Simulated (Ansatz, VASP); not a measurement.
**Two plane-wave programs on MgCd3O**

The input INCAR:

```
SYSTEM = MgCd3O
PREC = Accurate ; ENCUT = 600
EDIFF = 1E-6 ; ISMEAR = 0
SIGMA = 0.1 ; LREAL = .FALSE.
LASPH = .TRUE. ; NELM = 200
ALGO = Normal ; ISIF = 2
LWAVE = .FALSE. ; LCHARG = .FALSE.
ISPIN = 2 ; MAGMOM = 0 0 0 0 1
LORBIT = 11 ; GGA = PE
NBANDS = 34 ; GGA_COMPAT = .FALSE.
```

The input KPOINTS:

```
regular mesh
0
G
  4 4 4
  0 0 0
```

POSCAR

```
MgCd3O
1.0
    4.6895686063      0.0000000000      0.0000000000
    0.0000000000      4.6895686063      0.0000000000
    0.0000000000      0.0000000000      4.6895686063
Mg Cd O
1 3 1
Direct
    0.0000000000      0.0000000000      0.0000000000
    0.0000000000      0.5000000000      0.5000000000
    0.5000000000      0.0000000000      0.5000000000
    0.5000000000      0.5000000000      0.0000000000
    0.5000000000      0.5000000000      0.5000000000
```

Input for Ansatz:

```yaml
crystal:
  lattice:
    - [4.6895686063, 0.0, 0.0]
    - [0.0, 4.6895686063, 0.0]
    - [0.0, 0.0, 4.6895686063]
  atoms:
    - { symbol: Mg, position: [0.0, 0.0, 0.0] }
    - { symbol: Cd, position: [0.0, 0.5, 0.5] }
    - { symbol: Cd, position: [0.5, 0.0, 0.5] }
    - { symbol: Cd, position: [0.5, 0.5, 0.0] }
    - { symbol: O, position: [0.5, 0.5, 0.5], spin: 1.0 }
basis:
  ecutwfc: 420
kpoints:
  mp_grid: { grid: [4, 4, 4] }
hamiltonian:
  xc: pbe
scf:
  occupations: { method: gaussian, width: 0.1 }
  lower_state_search: "off"
output:
  forces: true
  stress: true
  eigenvalues: true
  populations: true
magnetization:
  spin_polarized: true
```

Alike in both runs: task single point; functional PBE; k mesh 4 × 4 × 4; occupations gaussian, width 0.1 eV; collinear spin.

```csv
,VASP,Ansatz
version,VASP 6.6.1,Ansatz 0.2.0
potentials or method,"VASP PAW PBE potentials, release 64 (Mg, Cd, O), cutoff 600 eV","scalar-relativistic, plane waves, PAW"
valence electrons in the cell,44,76
```

```csv
,VASP,Ansatz,Ansatz less VASP
gap on the k mesh at the Fermi level (eV),none,none,-
pressure (GPa),0.4,0.1,-0.29
net moment per atom (μB),0.00,0.00,0.000
```

A gap of «none» marks a metal or a gap that the smearing closes. VASP's potentials hold 44 valence electrons a cell and Ansatz's 76, so a difference there can come from the potentials and not from the codes. Ansatz's warnings: seeded moment not kept.
